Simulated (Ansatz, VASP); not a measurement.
# Co: VASP beside Ansatz

```
Co
1.0
    -1.40579    1.40579    1.40579
     1.40579   -1.40579    1.40579
     1.40579    1.40579   -1.40579
Co
1
Direct
  0.00000 0.00000 0.00000
```

Alike in both runs: task single point; functional PBE; k mesh 16 × 16 × 16; occupations fermi-dirac, width 0.08 eV; no spin polarisation.

|  | VASP | Ansatz |
| --- | --- | --- |
| version | VASP 6.6.1 | Ansatz 0.2.0 |
| potentials or method | VASP PAW PBE potentials, release 64 (Co), cutoff 520 eV | all-electron LAPW, scalar-relativistic |

VASP gave:

| Property | Result |
| --- | --- |
| pressure (GPa) | -11.2 |

Task: What did Ansatz give for the same quantities?

Result: Pressure (GPa): -10.8.

Ansatz ran all-electron here, and VASP with PAW potentials.
